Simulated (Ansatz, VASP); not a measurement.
## SiC: VASP beside Ansatz

```xyz
2
Lattice="0.0000 2.1781 2.1781 2.1781 0.0000 2.1781 2.1781 2.1781 0.0000" Properties=species:S:1:pos:R:3 pbc="T T T"
Si    0.0289    0.0289    0.0289
C     3.2672    3.2672    3.2672
```

Change from the starting cell: all Si atoms moved -0.050 Å, as atom 1 towards its neighbour atom 2 (C) at 1.886 Å.

Alike in both runs: task single point; functional r2SCAN; k mesh 10 × 10 × 10; occupations gaussian, width 0.05 eV; no spin polarisation.

|  | VASP | Ansatz |
| --- | --- | --- |
| version | VASP 6.6.1 | Ansatz 0.2.0 |
| potentials or method | VASP PAW PBE potentials, release 64 (Si, C), cutoff 660 eV | scalar-relativistic, plane waves, PAW |
| valence electrons in the cell | 8 | 8 |

|  | VASP | Ansatz | Ansatz less VASP |
| --- | --- | --- | --- |
| gap on the k mesh at the Fermi level (eV) | 1.44 | 1.43 | -0.013 |
| least direct gap on the mesh (eV) | 4.97 | 4.96 | -0.014 |
| pressure (GPa) | -0.1 | 0.3 | +0.40 |
| traceless stress, the component that is largest in VASP (GPa) | -1.46 | -1.47 | -0.015 |
| rms of the force components (eV/Å) | 0.512 | 0.513 | +0.0012 |

VASP's potentials were made for PBE, not for r2SCAN. Atom by atom the forces differ by 0.001 eV/Å (rms over components).
